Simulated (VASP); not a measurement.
## NaCl: single point with PBE-based screened hybrid

NaCl:

```xyz
2
Lattice="0.0000 2.7941 2.7941 2.7941 0.0000 2.7941 2.7941 2.7941 0.0000" Properties=species:S:1:pos:R:3 pbc="T T T"
Cl    2.7941    2.7941    2.7941
Na    0.0000    0.0000    0.0000
```

```yaml
Program: VASP 6.6.1
Task: single point
Functional: PBE-based screened hybrid
Potentials_or_basis: VASP PAW PBE potentials, release 64 (Cl, Na_pv)
Cutoff: 520 eV
k_mesh: 4 × 4 × 4
Occupations: fermi-dirac, width 0.05 eV
Spin: no spin polarisation
```

```
Pressure               : 0.4 GPa
Band gap on the k mesh : 8.05 eV, direct
```

Levels at points of the mesh, in eV from the valence-band top:
| k point | band 3 | band 4 | band 5 | band 6 | band 7 | band 8 | band 9 | band 10 | band 11 | band 12 |
| --- | --- | --- | --- | --- | --- | --- | --- | --- | --- | --- |
| (0.00, 0.00, 0.00) | -24.90 | -15.10 | 0.00 | 0.00 | 0.00 | 8.05 | 14.22 | 14.22 | 14.22 | 16.75 |
| (0.50, 0.00, 0.00) | -24.90 | -14.68 | -2.24 | -0.32 | -0.32 | 10.11 | 14.16 | 14.17 | 14.17 | 18.40 |
| (0.50, 0.50, 0.00) | -24.90 | -14.61 | -1.98 | -0.72 | -0.72 | 10.61 | 10.79 | 14.74 | 18.52 | 18.52 |

Wall time 100 s on 1 thread of Intel(R) Xeon(R) Platinum 8559C (Emerald Rapids) (shared host), peak memory 0.26 GiB.

Caveat: the k points lie up to 0.49 Å⁻¹ apart; the PAW data sets were made with another functional, which shifts forces and pressure a little.
